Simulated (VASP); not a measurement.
Input of a VASP 6.6.1 run:

File POSCAR:

```
BN
1.0
    0.0000000000      1.7586109700      1.7586109700
    1.7586109700      0.0000000000      1.7586109700
    1.7586109700      1.7586109700      0.0000000000
B N
1 1
Direct
    0.0000000000      0.0000000000      0.0000000000
    0.7500000000      0.7500000000      0.7500000000
```

File INCAR.step1:

```
PREC = Accurate ; ENCUT = 520
ISMEAR = 0 ; SIGMA = 0.05
LREAL = False ; LASPH = True
NELM = 100 ; NBANDS = 11
GGA = PE ; ALGO = Normal
EDIFF = 1E-4 ; LWAVE = True
LCHARG = False
```

INCAR.step2

```
PREC = Accurate ; ENCUT = 520
EDIFF = 1E-6 ; ISMEAR = 0
SIGMA = 0.05 ; LREAL = False
LASPH = True ; NELM = 100
ALGO = Normal ; ISIF = 2
LWAVE = False ; LCHARG = False
METAGGA = R2SCAN ; LMIXTAU = True
NBANDS = 11 ; ISTART = 1
```

KPOINTS

```
Automatic mesh
0
Gamma
  12 12 12
```

Potentials or basis: VASP PAW PBE potentials, release 64 (B, N).

The run is started by

```sh
$ cat potpaw_PBE.64/B/POTCAR potpaw_PBE.64/N/POTCAR > POTCAR
$ cp INCAR.step1 INCAR
$ mpirun -np 1 vasp_std > vasp.out
$ cp INCAR.step2 INCAR
$ mpirun -np 1 vasp_std > vasp.out
```

Task: Estimate the pressure.

Result: 36.6 GPa.

Task: Estimate the band gap on the k mesh.

Result: 5.07 eV, indirect (least direct gap 9.93 eV).

Caveat: the cell differs from its parent crystal (strain -0.030 along x and y, -0.030 along z); the PAW data sets were made with another functional, which shifts forces and pressure a little. A k mesh can miss the band edges.
